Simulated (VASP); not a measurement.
# Zn (I4/mmm) in VASP: a series of runs

Runs on Zn. Level: r2SCAN. Tasks: single point.

All numbers are computed with VASP 6.6.1; they aren't measurements. Logs are shortened: lines on timing, memory, paths and dates and some standing lists are left out, and cuts for length are marked.

## Step 1: The cell of the first run

Symmetry: I4/mmm, No. 139, tetragonal system. The conventional cell has a = 3.138 Å, b = 3.138 Å, c = 3.013 Å, α = 90.00°, β = 90.00°, γ = 90.00°. Within 3.5 Å of Zn (site symmetry 4/mmm) lie 14 Zn at 2.68 to 3.14 Å.

## Step 2: Single point, r2SCAN (strain -0.0400 x Voigt [1, 0, 0, 0, 0, 0])

The input, POSCAR:

```
Zn
1.0
   -1.5062755200      1.5690370000      1.5690370000
    1.5062755200     -1.5690370000      1.5690370000
    1.5062755200      1.5690370000     -1.5690370000
Zn
1
Direct
    0.0000000000      0.0000000000      0.0000000000
```

The input, INCAR.step1:

```
SYSTEM = Zn
  ALGO = Normal
  EDIFF = 1E-4
  ENCUT = 520
  GGA = PE
  ISMEAR = 0
  LASPH = .True.
  LCHARG = .False.
  LREAL = .False.
  LWAVE = .True.
  NBANDS = 12
  NELM = 60
  PREC = Accurate
  SIGMA = 0.15
```

The input, INCAR.step2:

```
SYSTEM = Zn
  ALGO = Normal
  EDIFF = 1E-6
  ENCUT = 520
  ISIF = 2
  ISMEAR = 0
  ISTART = 1
  LASPH = .True.
  LCHARG = .False.
  LMIXTAU = .True.
  LREAL = .False.
  LWAVE = .False.
  METAGGA = R2SCAN
  NBANDS = 12
  NELM = 60
  PREC = Accurate
  SIGMA = 0.15
```

The input, KPOINTS:

```
k-points
0
Gamma
  22 22 22
  0 0 0
```

Potentials or basis: VASP PAW PBE potentials, release 64 (Zn).

Command:

```bash
$ cat potpaw_PBE.64/Zn/POTCAR > POTCAR
$ cp INCAR.step1 INCAR
$ mpirun -np 1 vasp_std > vasp.out
$ cp INCAR.step2 INCAR
$ mpirun -np 1 vasp_std > vasp.out
```

OUTCAR:

```text
SYSTEM = Zn
   EDIFF = 1E-6
   ENCUT = 520
   ISIF = 2
   ISMEAR = 0
   ISTART = 1
   LASPH = .True.
   LREAL = .False.
   METAGGA = R2SCAN
   NELM = 60
   PREC = Accurate

 ion  position               nearest neighbor table
   1  0.000  0.000  0.000-

  LATTYP: Found a body centered tetragonal cell.
 ALAT       =     3.1380740000
 C/A-ratio  =     0.9600000000

  Lattice vectors:

 A1 = (  -1.5062755200,   1.5690370000,  -1.5690370000)
 A2 = (  -1.5062755200,  -1.5690370000,   1.5690370000)
 A3 = (   1.5062755200,   1.5690370000,   1.5690370000)

Analysis of symmetry for initial positions (statically):
=====================================================================
 Subroutine PRICEL returns:
 Original cell was already a primitive cell.

 Routine SETGRP: Setting up the symmetry group for a
 body centered tetragonal supercell.

 Subroutine GETGRP returns: Found 16 space group operations
 (whereof 16 operations were pure point group operations)
 out of a pool of 16 trial point group operations.

The static configuration has the point symmetry D_4h.

Analysis of symmetry for dynamics (positions and initial velocities):
=====================================================================
 Subroutine PRICEL returns:
 Original cell was already a primitive cell.

 Routine SETGRP: Setting up the symmetry group for a
 body centered tetragonal supercell.

 Subroutine GETGRP returns: Found 16 space group operations
 (whereof 16 operations were pure point group operations)
 out of a pool of 16 trial point group operations.

The dynamic configuration has the point symmetry D_4h.

 Subroutine INISYM returns: Found 16 space group operations
 (whereof 16 operations are pure point group operations),
 and found     1 'primitive' translations

----------------------------------------------------------------------------------------

                                     Primitive cell

  volume of cell :      14.8331

  direct lattice vectors                    reciprocal lattice vectors
    -1.506275520  1.569037000  1.569037000     0.000000000  0.318666800  0.318666800
     1.506275520 -1.569037000  1.569037000     0.331944583  0.000000000  0.318666800
     1.506275520  1.569037000 -1.569037000     0.331944583  0.318666800  0.000000000

  length of vectors
     2.681906068  2.681906068  2.681906068     0.450662911  0.460147515  0.460147515

  position of ions in fractional coordinates (direct lattice)
     0.000000000  0.000000000  0.000000000

  ion indices of the primitive-cell ions
   primitive index   ion index
                 1           1

----------------------------------------------------------------------------------------

 KPOINTS: k-points

Automatic generation of k-mesh.
 Grid dimensions read from file:
 generate k-points for:   22   22   22

 Generating k-lattice:

  Cartesian coordinates                     Fractional coordinates (reciprocal lattice)
     0.000000000  0.014484855  0.014484855     0.045454545  0.000000000  0.000000000
     0.015088390  0.000000000  0.014484855    -0.000000000  0.045454545  0.000000000
     0.015088390  0.014484855  0.000000000    -0.000000000  0.000000000  0.045454545

  Length of vectors
     0.020484678  0.020915796  0.020915796

  Shift w.r.t. Gamma in fractional coordinates (k-lattice)
     0.000000000  0.000000000  0.000000000

 Subroutine IBZKPT returns following result:
 ===========================================

 Found    834 irreducible k-points:

 Following reciprocal coordinates:
            Coordinates               Weight
  0.000000  0.000000  0.000000      1.000000
  0.045455  0.000000  0.000000      4.000000
  0.090909  0.000000  0.000000      4.000000
  0.136364  0.000000  0.000000      4.000000
  0.181818  0.000000  0.000000      4.000000
  0.227273  0.000000  0.000000      4.000000
[... 16 lines left out ...]
  0.454545  0.045455 -0.000000     16.000000
  0.000000  0.090909 -0.000000      8.000000
 [... further k-points ...]
   k-points           NKPTS =    834   k-points in BZ     NKDIM =    834   number of bands    NBANDS=     12
   number of dos      NEDOS =    301   number of ions     NIONS =      1
   total plane-waves  NPLWV =   8000
   dimension x,y,z NGX =    20 NGY =   20 NGZ =   20
   dimension x,y,z NGXF=    40 NGYF=   40 NGZF=   40
   ions per type =               1
   NGX,Y,Z   is equivalent  to a cutoff of  12.40, 12.40, 12.40 a.u.
   NGXF,Y,Z  is equivalent  to a cutoff of  24.80, 24.80, 24.80 a.u.
 SYSTEM =  Zn
   PREC   = accura    normal or accurate (medium, high low for compatibility)
   ISTART =      1    job   : 0-new  1-cont  2-samecut
   ICHARG =      0    charge: 1-file 2-atom 10-const
   ISPIN  =      1    spin polarized calculation?
   LNONCOLLINEAR =      F non collinear calculations
   LSORBIT =      F    spin-orbit coupling
   LASPH  =      T    aspherical Exc in radial PAW
   ENCUT  =  520.0 eV  38.22 Ry    6.18 a.u.   4.99  4.99  4.99*2*pi/ulx,y,z
   NELM   =     60;   NELMIN=  2; NELMDL=  0     # of ELM steps
   EDIFF  = 0.1E-05   stopping-criterion for ELM
   LREAL  =      F    real-space projection
   EDIFFG = 0.1E-04   stopping-criterion for IOM
   NSW    =      0    number of steps for IOM
   IBRION =     -1    ionic relax: 0-MD 1-quasi-New 2-CG
   NFREE  =      0    steps in history (QN), initial steepest desc. (CG)
   ISIF   =      2    stress and relaxation
   ISYM   =      2    0-nonsym 1-usesym 2-fastsym
   POTIM  = 0.5000    time-step for ionic-motion
   TEBEG  =    0.0;   TEEND  =   0.0 temperature during run
   PSTRESS=    0.0 pullay stress
   NELECT =      12.0000    total number of electrons
   NUPDOWN=      -1.0000    fix difference up-down
   EMIN   =  10.00;   EMAX   =-10.00  energy-range for DOS
   EFERMI =   0.00;   METHOD = LEGACY
   ISMEAR =     0;   SIGMA  =   0.15  broadening in eV -4-tet -1-fermi 0-gaus
   EFERMI_NEDOS =   21; number of points for ismear=-14 and -15
   IALGO  =     38    algorithm
   IMIX   =      4    mixing-type and parameters
     AMIX     =   0.40;   BMIX     =  1.00
     AMIX_MAG =   1.60;   BMIX_MAG =  1.00
  volume/ion in A,a.u.               =      14.83       100.10
  Fermi-wavevector in a.u.,A,eV,Ry     =   1.525428  2.882641 31.659804  2.326930
  Thomas-Fermi vector in A             =   2.633599
   LORBIT       =      0    0 simple, 1 ext, 2 COOP (PROOUT), +10 PAW based schemes
   METAGGA = R2SCAN    functional components
   LHFCALC =     F    Hartree Fock is set to
   AEXX    =    0.0000 exact exchange contribution
   IVDW    =     0    specifies the selected vdW correction
   LEPSILON=     F    determine dielectric tensor
   LRPA    =     F    only Hartree local field effects (RPA)
 non-spin polarized calculation
 Gauss-broadening in eV      SIGMA  =   0.15
  energy-cutoff  :      520.00
  volume of cell :       14.83
 maximum number of plane-waves:       418
   NGX =  9   NGY =  9   NGZ =  9

 number of electron      12.0000006 magnetization

 Free energy of the ion-electron system (eV)
  ---------------------------------------------------
  ext. energy  EPLUGINS =         0.00000000
  ---------------------------------------------------
  free energy    TOTEN  =        -8.80138984 eV

  energy without entropy =       -8.79768962  energy(sigma->0) =       -8.79953973

 E-fermi :   3.3874     XC(G=0): -12.8323

 val. band max:        3.3695652676   @ k =  -0.4545  -0.3182   0.2273
 cond. band min:       3.3884104721   @ k =   0.1364   0.3636   0.1364
 fundamental gap:      0.0188452045
 Fermi energy:         3.3873705319

 k-point     1 :       0.0000    0.0000    0.0000
  band No.  band energies     occupation
      1      -7.9115      2.00000
      2      -4.9909      2.00000
      3      -4.9056      2.00000
      4      -4.9054      2.00000
      5      -4.4407      2.00000
      6      -4.3664      2.00000
      7      23.6113      0.00000
      8      23.6115      0.00000
      9      24.5753      0.00000
     10      25.3782      0.00000
     11      25.3783      0.00000
     12      25.9341      0.00000

 k-point     2 :       0.0455    0.0000    0.0000
  band No.  band energies     occupation
      1      -7.8429      2.00000
      2      -4.9887      2.00000
      3      -4.9115      2.00000
      4      -4.8894      2.00000
      5      -4.4474      2.00000
      6      -4.3671      2.00000
      7      22.0859      0.00000
      8      23.5656      0.00000
      9      23.9251      0.00000
     10      24.9015      0.00000
     11      24.9578      0.00000
     12      25.2732      0.00000

 k-point     3 :       0.0909    0.0000    0.0000
  band No.  band energies     occupation
      1      -7.6390      2.00000
      2      -4.9817      2.00000
      3      -4.9293      2.00000
      4      -4.8421      2.00000
      5      -4.4653      2.00000
      6      -4.3692      2.00000
      7      19.6732      0.00000
      8      22.7484      0.00000
      9      23.1005      0.00000
     10      24.3014      0.00000
     11      24.4252      0.00000
     12      24.5136      0.00000
[... 286 lines left out ...]
 k-point    23 :       0.4545    0.0455   -0.0000
  band No.  band energies     occupation
      1      -5.6575      2.00000
      2      -5.1979      2.00000
      3      -4.4823      2.00000
      4      -4.3998      2.00000
      5      -4.0719      2.00000
      6      -0.0683      2.00000
      7       2.4136      2.00000
      8      15.6925      0.00000
      9      17.1447      0.00000
     10      20.8244      0.00000
     11      22.5113      0.00000
     12      30.9470      0.00000

 k-point    24 :       0.0000    0.0909   -0.0000
  band No.  band energies     occupation
      1      -7.6270      2.00000
      2      -4.9906      2.00000
      3      -4.9024      2.00000
      4      -4.8678      2.00000
      5      -4.4416      2.00000
      6      -4.3845      2.00000
      7      20.7787      0.00000
      8      21.8107      0.00000
      9      22.3330      0.00000
     10      23.6162      0.00000
     11      24.0442      0.00000
     12      25.6866      0.00000

 [... further k-points ...]

------------------------ aborting loop because EDIFF is reached ----------------------------------------

  FORCE on cell =-STRESS in cart. coord.  units (eV):
  Direction    XX          YY          ZZ          XY          YZ          ZX
  --------------------------------------------------------------------------------------
  -------------------------------------------------------------------------------------
  Total       -0.3148316     -0.0726090     -0.0726090      0.0000000      0.0000000     -0.0000000
  in kB      -34.0061964     -7.8427820     -7.8427820      0.0000000      0.0000000     -0.0000000
  external PRESSURE =     -16.5639201 kB  Pullay stress =       0.0000000 kB

 VOLUME and BASIS-vectors are now :
 -----------------------------------------------------------------------------
  energy-cutoff  :      520.00
  volume of cell :       14.83
      direct lattice vectors                 reciprocal lattice vectors
    -1.506275520  1.569037000  1.569037000     0.000000000  0.318666800  0.318666800
     1.506275520 -1.569037000  1.569037000     0.331944583  0.000000000  0.318666800
     1.506275520  1.569037000 -1.569037000     0.331944583  0.318666800  0.000000000

 POSITION                                       TOTAL-FORCE (eV/Angst)
 -----------------------------------------------------------------------------------
      0.00000      0.00000      0.00000        -0.000000      0.000000      0.000000
 -----------------------------------------------------------------------------------
    total drift:                                0.000000     -0.000000      0.000000

  FREE ENERGIE OF THE ION-ELECTRON SYSTEM (eV)
  ---------------------------------------------------
  free  energy   TOTEN  =        -8.8013898355 eV

  energy  without entropy=       -8.7976896229  energy(sigma->0) =       -8.79953973
```

Wall time 6.8 min (1 thread of Intel Xeon Platinum 8488C (Sapphire Rapids), shared host); peak memory 0.25 GiB.

Results:

| Item | Value |
| --- | --- |
| Free energy | -8.8014 eV |
| Pressure | -1.7 GPa |
| Band gap on the k mesh | zero (bands 6 and 7 overlap by 5.25 eV) |

Caveat: the cell differs from its parent crystal (strain -0.0400 x Voigt [1, 0, 0, 0, 0, 0]); the PAW data sets were made with another functional, which shifts forces and pressure a little.

## Step 3: Single point, r2SCAN (strain -0.0200 x Voigt [1, 0, 0, 0, 0, 0])

The input, POSCAR:

```
Zn
1.0
   -1.5376562600      1.5690370000      1.5690370000
    1.5376562600     -1.5690370000      1.5690370000
    1.5376562600      1.5690370000     -1.5690370000
Zn
1
Direct
    0.0000000000      0.0000000000      0.0000000000
```

The input, INCAR.step1:

```
SYSTEM = Zn
ALGO = Normal ; EDIFF = 1E-4
ENCUT = 520 ; GGA = PE
ISMEAR = 0 ; LASPH = .True.
LCHARG = .False. ; LREAL = .False.
LWAVE = .True. ; NBANDS = 12
NELM = 100 ; PREC = Accurate
SIGMA = 0.15
```

The input, INCAR.step2:

```
SYSTEM = Zn
ALGO = Normal ; EDIFF = 1E-7
ENCUT = 520 ; ISIF = 2
ISMEAR = 0 ; ISTART = 1
LASPH = .True. ; LCHARG = .True.
LELF = .True. ; LMIXTAU = .True.
LREAL = .False. ; LVHAR = .True.
LWAVE = .False. ; METAGGA = R2SCAN
NBANDS = 12 ; NELM = 100
PREC = Accurate ; SIGMA = 0.15
```

KPOINTS is that of step 2.

Potentials or basis: VASP PAW PBE potentials, release 64 (Zn).

Command:

```bash
$ cat potpaw_PBE.64/Zn/POTCAR > POTCAR
$ cp INCAR.step1 INCAR
$ mpirun -np 1 vasp_std > vasp.out
$ cp INCAR.step2 INCAR
$ mpirun -np 1 vasp_std > vasp.out
```

Wall time 7.1 min (1 thread of Intel Xeon Platinum 8488C (Sapphire Rapids), shared host); peak memory 0.25 GiB.

The run converged. Its results:

```yaml
Free_energy: -8.7940 eV
Pressure: -3.1 GPa
Band_gap_on_the_k_mesh: zero (bands 6 and 7 overlap by 5.32 eV)
```

Stress tensor (GPa, compression positive):
```
-3.94  0.00  0.00
 0.00 -2.62  0.00
 0.00  0.00 -2.62
```

Levels at points of the mesh, in eV from the Fermi level:
```tsv
k point	band 3	band 4	band 5	band 6	band 7	band 8	band 9	band 10
(0.00, 0.00, 0.00)	-8.23	-8.23	-7.75	-7.71	20.21	20.21	20.59	21.72
(0.50, 0.00, 0.00)	-7.78	-7.71	-7.38	-3.11	-1.16	12.39	13.78	16.17
(0.00, 0.50, 0.00)	-7.75	-7.68	-7.37	-3.00	-0.93	11.91	13.23	15.69
(0.50, 0.50, 0.50)	-7.46	-7.46	-7.45	4.16	4.16	4.83	8.12	8.51
```

Caveat: the cell differs from its parent crystal (strain -0.0200 x Voigt [1, 0, 0, 0, 0, 0]); the cell stands under tension; the PAW data sets were made with another functional, which shifts forces and pressure a little.

## Step 4: Single point, r2SCAN (strain +0.0100 x Voigt [1, 0, 0, 0, 0, 0])

The input, POSCAR:

```
Zn
1.0
   -1.5847273700      1.5690370000      1.5690370000
    1.5847273700     -1.5690370000      1.5690370000
    1.5847273700      1.5690370000     -1.5690370000
Zn
1
Direct
    0.0000000000      0.0000000000      0.0000000000
```

The input, INCAR.step1:

```
SYSTEM = Zn
ALGO     = Normal         ! electronic algorithm
EDIFF    = 1E-4           ! SCF threshold, eV
ENCUT    = 520            ! plane-wave cutoff, eV
GGA      = PE             ! functional
ISMEAR   = 0              ! smearing method
LASPH    = .TRUE.         ! aspherical terms in the spheres
LCHARG   = .FALSE.        ! write CHGCAR
LREAL    = .FALSE.        ! projectors in reciprocal space
LWAVE    = .TRUE.         ! write WAVECAR
NBANDS   = 12             ! bands
NELM     = 80             ! most SCF steps
PREC     = Accurate       ! precision mode
SIGMA    = 0.15           ! smearing width, eV
```

The input, INCAR.step2:

```
SYSTEM = Zn
ALGO     = Normal         ! electronic algorithm
EDIFF    = 1E-6           ! SCF threshold, eV
ENCUT    = 520            ! plane-wave cutoff, eV
ISIF     = 2              ! what is computed and relaxed
ISMEAR   = 0              ! smearing method
ISTART   = 1            
LASPH    = .TRUE.         ! aspherical terms in the spheres
LCHARG   = .FALSE.        ! write CHGCAR
LMIXTAU  = .TRUE.       
LREAL    = .FALSE.        ! projectors in reciprocal space
LWAVE    = .FALSE.        ! write WAVECAR
METAGGA  = R2SCAN         ! meta-GGA
NBANDS   = 12             ! bands
NELM     = 80             ! most SCF steps
PREC     = Accurate       ! precision mode
SIGMA    = 0.15           ! smearing width, eV
```

The input, KPOINTS:

```
k-points
0
G
  22 22 22
  0 0 0
```

Command:

```bash
$ cat potpaw_PBE.64/Zn/POTCAR > POTCAR
$ cp INCAR.step1 INCAR
$ mpirun -np 1 vasp_std > vasp.out
$ cp INCAR.step2 INCAR
$ mpirun -np 1 vasp_std > vasp.out
```

It took 5.3 min on 1 thread of Intel Xeon Platinum 8488C (Sapphire Rapids), shared host; peak memory 0.25 GiB.

Results (log left out):

```
Free energy            : -8.7813 eV
Pressure               : -4.9 GPa
Band gap on the k mesh : zero (bands 6 and 7 overlap by 5.21 eV)
```

Stress tensor (GPa, compression positive):
```
-4.56  0.00  0.00
 0.00 -5.12  0.00
 0.00  0.00 -5.12
```

Levels at points of the mesh, in eV from the Fermi level:
```tsv
k point	band 4	band 5	band 6	band 7	band 8	band 9
(0.00, 0.00, 0.00)	-8.13	-7.66	-7.64	19.78	19.91	19.91
(0.50, 0.00, 0.00)	-7.61	-7.32	-2.85	-0.97	11.67	13.05
(0.00, 0.50, 0.00)	-7.62	-7.32	-2.91	-1.08	11.90	13.31
(0.50, 0.50, 0.50)	-7.39	-7.39	4.14	4.45	4.45	7.91
```

Caveat: the cell differs from its parent crystal (strain +0.0100 x Voigt [1, 0, 0, 0, 0, 0]); the cell stands under tension; the PAW data sets were made with another functional, which shifts forces and pressure a little.

## Step 5: Single point, r2SCAN (strain +0.0300 x Voigt [1, 0, 0, 0, 0, 0])

The input, POSCAR:

```
Zn
1.0
   -1.6161081100      1.5690370000      1.5690370000
    1.6161081100     -1.5690370000      1.5690370000
    1.6161081100      1.5690370000     -1.5690370000
Zn
1
Direct
    0.0000000000      0.0000000000      0.0000000000
```

The input, INCAR.step1:

```
ALGO = Normal
EDIFF = 1E-4
ENCUT = 520
GGA = PE
ISMEAR = 0
LASPH = True
LCHARG = False
LREAL = False
LWAVE = True
NBANDS = 12
NELM = 60
PREC = Accurate
SIGMA = 0.15
```

The input, INCAR.step2:

```
ALGO = Normal
EDIFF = 1E-6
ENCUT = 520
ISIF = 2
ISMEAR = 0
ISTART = 1
LASPH = True
LCHARG = False
LMIXTAU = True
LREAL = False
LWAVE = False
METAGGA = R2SCAN
NBANDS = 12
NELM = 60
PREC = Accurate
SIGMA = 0.15
```

The input, KPOINTS:

```
k-points
0
Gamma
  22 22 22
```

Command:

```bash
$ cat potpaw_PBE.64/Zn/POTCAR > POTCAR
$ cp INCAR.step1 INCAR
$ mpirun -np 1 vasp_std > vasp.out
$ cp INCAR.step2 INCAR
$ mpirun -np 1 vasp_std > vasp.out
```

Run time: 5.2 min. Hardware: 1 thread of Intel Xeon Platinum 8488C (Sapphire Rapids), shared host; peak memory 0.26 GiB.

The run converged. Its results:

```yaml
Free_energy: -8.7714 eV
Pressure: -6.2 GPa
Band_gap_on_the_k_mesh: zero (bands 6 and 7 overlap by 4.97 eV)
```

Stress tensor (GPa, compression positive):
```
-5.40  0.00  0.00
 0.00 -6.55  0.00
 0.00  0.00 -6.55
```

Levels at points of the mesh, in eV from the Fermi level:
```
           k point  band 3  band 4  band 5  band 6  band 7  band 8  band 9  band 10
(0.00, 0.00, 0.00)   -8.09   -8.03   -7.62   -7.57   19.30   19.60   19.60    21.01
(0.50, 0.00, 0.00)   -7.58   -7.55   -7.27   -2.68   -0.85   11.25   12.60    15.02
(0.00, 0.50, 0.00)   -7.64   -7.56   -7.28   -2.84   -1.16   11.90   13.37    15.70
(0.50, 0.50, 0.50)   -7.36   -7.35   -7.35    3.72    4.64    4.64    7.43     8.63
```

Caveat: the cell differs from its parent crystal (strain +0.0300 x Voigt [1, 0, 0, 0, 0, 0]); the cell stands under tension; the PAW data sets were made with another functional, which shifts forces and pressure a little.

## Step 6: The runs side by side

```tsv
cell	gap on the mesh (eV)	pressure (GPa)
a = 2.682 Å, angles 111.7, 108.4, 108.4°, 1 atom	none	-1.7
a = 2.700 Å, angles 110.6, 108.9, 108.9°, 1 atom	none	-3.1
a = 2.727 Å, angles 108.9, 109.7, 109.7°, 1 atom	none	-4.9
a = 2.745 Å, angles 107.9, 110.3, 110.3°, 1 atom	none	-6.2
```

Alike in all rows: task single point; level r2SCAN; potentials or basis VASP PAW PBE potentials, release 64 (Zn); no spin polarisation; k mesh 22 × 22 × 22; cutoff (eV) 520; smearing gaussian 0.15 eV.

Caveats: the PAW data sets were made with another functional, which shifts forces and pressure a little; the cell stands under tension (at least some runs).

Absolute energies hang on the potentials; compare differences alone.
